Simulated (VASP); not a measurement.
Ga2O3:

```
CELL_PARAMETERS angstrom
2.50034 1.44357 4.48268
-2.50034 1.44357 4.48268
0.00000 -2.88714 4.48268
ATOMIC_POSITIONS crystal
Ga 0.35570 0.35570 0.35570
Ga 0.14430 0.14430 0.14430
Ga 0.64430 0.64430 0.64430
Ga 0.85570 0.85570 0.85570
O 0.55280 0.94720 0.25000
O 0.25000 0.55280 0.94720
O 0.94720 0.25000 0.55280
O 0.44720 0.05280 0.75000
O 0.75000 0.44720 0.05280
O 0.05280 0.75000 0.44720
```

Base run:

- Program: VASP 6.6.1
- Functional: r2SCAN
- Potentials or basis: VASP PAW PBE potentials, release 64 (Ga_d, O)
- Cutoff: 520 eV
- k mesh: 6 × 6 × 6
- Occupations: gaussian, width 0.02 eV
- Spin: no spin polarisation

Its results: band gap on the k mesh 3.46 eV (least direct gap 3.72 eV); pressure 0.2 GPa; largest force 0.048 eV/Å.

Task: The run is repeated on the same cell with these changes: functional from r2SCAN to PBEsol; further incar settings from ALGO = Normal; EDIFF = 1e-07; NBANDS = 55 to ALGO = Normal; EDIFF = 1e-06; NBANDS = 55. What comes out?

Result: Band gap on the k mesh 2.70 eV (least direct gap 2.96 eV); pressure 0.7 GPa; largest force 0.031 eV/Å.

Caveats: the PAW data sets were made with another functional, which shifts forces and pressure a little.

A k mesh can miss the band edges.
